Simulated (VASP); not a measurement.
# BiSe3 (Fm-3m) in VASP: a series of runs, part 2 of 2

VASP 6.6.1. Earlier steps stand in the parts before.

## (4) Relaxation of cell and atoms, PBE

This run uses another cell than the first one, of 23.35 Å³/atom.

Input file INCAR:

```
SYSTEM = BiSe3
PREC     = Accurate       ! precision mode
ENCUT    = 600            ! plane-wave cutoff, eV
EDIFF    = 1E-6           ! SCF threshold, eV
ISMEAR   = 0              ! smearing method
SIGMA    = 0.1            ! smearing width, eV
LREAL    = .FALSE.        ! projectors in reciprocal space
LASPH    = .TRUE.         ! aspherical terms in the spheres
NELM     = 60             ! most SCF steps
ALGO     = Normal         ! electronic algorithm
ISIF     = 3              ! what is computed and relaxed
LWAVE    = .FALSE.        ! write WAVECAR
LCHARG   = .FALSE.        ! write CHGCAR
GGA      = PE             ! functional
IBRION   = 2              ! ionic algorithm
NSW      = 100            ! ionic steps
EDIFFG   = -0.01          ! ionic threshold
```

Input file KPOINTS:

```
regular mesh
0
G
  12 12 12
  0 0 0
```

Input file POSCAR:

```
BiSe3
1.0
    0.0000000000      3.6009248270      3.6009248270
    3.6009248270      0.0000000000      3.6009248270
    3.6009248270      3.6009248270      0.0000000000
Bi Se
1 3
Direct
    0.5000000000      0.5000000000      0.5000000000
    0.2500000000      0.2500000000      0.2500000000
    0.7500000000      0.7500000000      0.7500000000
    0.0000000000      0.0000000000      0.0000000000
```

Potentials or basis: VASP PAW PBE potentials, release 64 (Bi_d, Se).

On the command line:

```console
> cat potpaw_PBE.64/Bi_d/POTCAR potpaw_PBE.64/Se/POTCAR > POTCAR
> mpirun -np 1 vasp_std > vasp.out
```

OUTCAR:

```text
SYSTEM = BiSe3
   PREC = Accurate
   ENCUT = 600
   EDIFF = 1E-6
   ISMEAR = 0
   LREAL = .FALSE.
   LASPH = .TRUE.
   NELM = 60
   ISIF = 3
   GGA = PE
   IBRION = 2
   NSW = 100
   EDIFFG = -0.01

 ion  position               nearest neighbor table
   1  0.500  0.500  0.500-   2 3.12   2 3.12   2 3.12   2 3.12   3 3.12   3 3.12   3 3.12   3 3.12

   2  0.250  0.250  0.250-   1 3.12   1 3.12   1 3.12   1 3.12
   3  0.750  0.750  0.750-   1 3.12   1 3.12   1 3.12   1 3.12
   4  0.000  0.000  0.000-

  LATTYP: Found a face centered cubic cell.
 ALAT       =     7.2018496540

  Lattice vectors:

 A1 = (   0.0000000000,   3.6009248270,   3.6009248270)
 A2 = (   3.6009248270,   0.0000000000,   3.6009248270)
 A3 = (   3.6009248270,   3.6009248270,   0.0000000000)

Analysis of symmetry for initial positions (statically):
=====================================================================
 Subroutine PRICEL returns:
 Original cell was already a primitive cell.

 Routine SETGRP: Setting up the symmetry group for a
 face centered cubic supercell.

 Subroutine GETGRP returns: Found 48 space group operations
 (whereof 48 operations were pure point group operations)
 out of a pool of 48 trial point group operations.

The static configuration has the point symmetry O_h .

Analysis of symmetry for dynamics (positions and initial velocities):
=====================================================================
 Subroutine PRICEL returns:
 Original cell was already a primitive cell.

 Routine SETGRP: Setting up the symmetry group for a
 face centered cubic supercell.

 Subroutine GETGRP returns: Found 48 space group operations
 (whereof 48 operations were pure point group operations)
 out of a pool of 48 trial point group operations.

The dynamic configuration has the point symmetry O_h .

 Subroutine INISYM returns: Found 48 space group operations
 (whereof 48 operations are pure point group operations),
 and found     1 'primitive' translations

----------------------------------------------------------------------------------------

                                     Primitive cell

  volume of cell :      93.3839

  direct lattice vectors                    reciprocal lattice vectors
     0.000000000  3.600924827  3.600924827    -0.138853218  0.138853218  0.138853218
     3.600924827  0.000000000  3.600924827     0.138853218 -0.138853218  0.138853218
     3.600924827  3.600924827  0.000000000     0.138853218  0.138853218 -0.138853218

  length of vectors
     5.092476727  5.092476727  5.092476727     0.240500828  0.240500828  0.240500828

  position of ions in fractional coordinates (direct lattice)
     0.500000000  0.500000000  0.500000000
[... 112 lines left out ...]
   LRPA    =     F    only Hartree local field effects (RPA)
 conjugate gradient relaxation of ions
 non-spin polarized calculation
 Gauss-broadening in eV      SIGMA  =   0.10
  energy-cutoff  :      600.00
  volume of cell :       93.38
 maximum number of plane-waves:      3143
 NGX is ok and might be reduce to    42
   NGX = 21   NGY = 21   NGZ = 21

--------------------------------------- Ionic step        1  -------------------------------------------

 number of electron      33.0000001 magnetization

 Free energy of the ion-electron system (eV)
  ---------------------------------------------------
  ext. energy  EPLUGINS =         0.00000000
  ---------------------------------------------------
  free energy    TOTEN  =       -13.40863990 eV

  energy without entropy =      -13.38671998  energy(sigma->0) =      -13.39767994

------------------------ aborting loop because EDIFF is reached ----------------------------------------

  FORCE on cell =-STRESS in cart. coord.  units (eV):
  Direction    XX          YY          ZZ          XY          YZ          ZX
  --------------------------------------------------------------------------------------
  -------------------------------------------------------------------------------------
  Total       -0.0591455     -0.0591455     -0.0591455      0.0000000      0.0000000      0.0000000
  in kB       -1.0147521     -1.0147521     -1.0147521      0.0000000      0.0000000      0.0000000
  external PRESSURE =      -1.0147521 kB  Pullay stress =       0.0000000 kB

 VOLUME and BASIS-vectors are now :
 -----------------------------------------------------------------------------
  energy-cutoff  :      600.00
  volume of cell :       93.38
      direct lattice vectors                 reciprocal lattice vectors
     0.000000000  3.600924827  3.600924827    -0.138853218  0.138853218  0.138853218
     3.600924827  0.000000000  3.600924827     0.138853218 -0.138853218  0.138853218
     3.600924827  3.600924827  0.000000000     0.138853218  0.138853218 -0.138853218

 POSITION                                       TOTAL-FORCE (eV/Angst)
 -----------------------------------------------------------------------------------
      3.60092      3.60092      3.60092         0.000000     -0.000000     -0.000000
      1.80046      1.80046      1.80046        -0.000000     -0.000000     -0.000000
      5.40139      5.40139      5.40139         0.000000      0.000000      0.000000
      0.00000      0.00000      0.00000         0.000000     -0.000000     -0.000000
 -----------------------------------------------------------------------------------
    total drift:                               -0.000000     -0.000000      0.000000

  FREE ENERGIE OF THE ION-ELECTRON SYSTEM (eV)
  ---------------------------------------------------
  free  energy   TOTEN  =       -13.4086399005 eV

  energy  without entropy=      -13.3867199847  energy(sigma->0) =      -13.39767994

--------------------------------------- Ionic step        2  -------------------------------------------

 number of electron      33.0000001 magnetization

 Free energy of the ion-electron system (eV)
  ---------------------------------------------------
  ext. energy  EPLUGINS =         0.00000000
  ---------------------------------------------------
  free energy    TOTEN  =       -13.40868236 eV

  energy without entropy =      -13.38678252  energy(sigma->0) =      -13.39773244

 E-fermi :   5.9868     XC(G=0): -10.4137

 val. band max:        5.9825592090   @ k =  -0.4167   0.2500   0.0833
 cond. band min:       5.9877656116   @ k =   0.3333   0.1667   0.0000
 fundamental gap:      0.0052064027
 Fermi energy:         5.9868131022

 k-point     1 :       0.0000    0.0000    0.0000
  band No.  band energies     occupation
      1     -17.2274      2.00000
      2     -17.2274      2.00000
      3     -17.2274      2.00000
      4     -17.2251      2.00000
      5     -17.2251      2.00000
      6      -9.1483      2.00000
[... 541 lines left out ...]
     19       8.4291      0.00000
     20       8.5166      0.00000

 [... further k-points ...]

------------------------ aborting loop because EDIFF is reached ----------------------------------------

  FORCE on cell =-STRESS in cart. coord.  units (eV):
  Direction    XX          YY          ZZ          XY          YZ          ZX
  --------------------------------------------------------------------------------------
  -------------------------------------------------------------------------------------
  Total        0.0210871      0.0210871      0.0210871     -0.0000000      0.0000000      0.0000000
  in kB        0.3625638      0.3625638      0.3625638     -0.0000000      0.0000000      0.0000000
  external PRESSURE =       0.3625638 kB  Pullay stress =       0.0000000 kB

 VOLUME and BASIS-vectors are now :
 -----------------------------------------------------------------------------
  energy-cutoff  :      600.00
  volume of cell :       93.18
      direct lattice vectors                 reciprocal lattice vectors
     0.000000000  3.598356166  3.598356166    -0.138952337  0.138952337  0.138952337
     3.598356166  0.000000000  3.598356166     0.138952337 -0.138952337  0.138952337
     3.598356166  3.598356166  0.000000000     0.138952337  0.138952337 -0.138952337

 POSITION                                       TOTAL-FORCE (eV/Angst)
 -----------------------------------------------------------------------------------
      3.59836      3.59836      3.59836        -0.000000     -0.000000     -0.000000
      1.79918      1.79918      1.79918         0.000000     -0.000000     -0.000000
      5.39753      5.39753      5.39753        -0.000000      0.000000      0.000000
      3.59836      7.19671      3.59836        -0.000000     -0.000000     -0.000000
 -----------------------------------------------------------------------------------
    total drift:                               -0.000000     -0.000000      0.000000

  FREE ENERGIE OF THE ION-ELECTRON SYSTEM (eV)
  ---------------------------------------------------
  free  energy   TOTEN  =       -13.4086823607 eV

  energy  without entropy=      -13.3867825225  energy(sigma->0) =      -13.39773244

 reached required accuracy - stopping structural energy minimisation
```

Wall time 4.8 min (1 thread of Intel Xeon 6455B, shared host); peak memory 0.36 GiB.

Results:

| Quantity | Value |
| --- | --- |
| Free energy | -13.4087 eV |
| Relaxed volume | 23.30 Å³/atom |
| Relaxed cell | a = 5.089 Å, b = 5.089 Å, c = 5.089 Å, α = 60.00°, β = 60.00°, γ = 60.00° |
| Space group after relaxing (to 0.1 Å) | Fm-3m (No. 225) |
| Energy gained by relaxing | 0.0 meV/atom |
| Ionic steps | 2 |
| Pressure after relaxing | 0.0 GPa |
| Band gap on the k mesh | zero (an odd number of electrons rules out a gap without spin polarisation) |

Final structure:
```yaml
crystal:
  lattice:
    - [0.00000, 3.59836, 3.59836]
    - [3.59836, 0.00000, 3.59836]
    - [3.59836, 3.59836, 0.00000]
  atoms:
    - { symbol: Bi, position: [0.50000, 0.50000, 0.50000] }
    - { symbol: Se, position: [0.25000, 0.25000, 0.25000] }
    - { symbol: Se, position: [0.75000, 0.75000, 0.75000] }
    - { symbol: Se, position: [0.00000, 0.00000, 0.00000] }
```

Caveat: spin-orbit coupling is left out, which moves the levels of the heavy elements.

## (5) Summary

```tsv
task	cell	k mesh	cutoff (eV)	gap on the mesh (eV)	pressure (GPa)	relaxed volume (Å³/atom)
relaxation of cell and atoms	relaxed from a = 5.527 Å, angles 60.0°, 4 atoms	4 × 4 × 4	600	none	0.0	23.34
single point	a = 5.089 Å, angles 60.0°, 4 atoms	12 × 12 × 12	520	none	0.0	-
relaxation of cell and atoms	relaxed from a = 5.092 Å, angles 60.0°, 4 atoms	12 × 12 × 12	600	none	0.0	23.30
```

Alike in all rows: level PBE; potentials or basis VASP PAW PBE potentials, release 64 (Bi_d, Se); no spin polarisation; smearing gaussian 0.1 eV.

Caveats: spin-orbit coupling is left out, which moves the levels of the heavy elements; the volume moved by over 15 % at a fixed basis, so the end points are rough (at least some runs).

Total energies depend on the potentials used, so only differences within one code and one set of settings carry meaning.
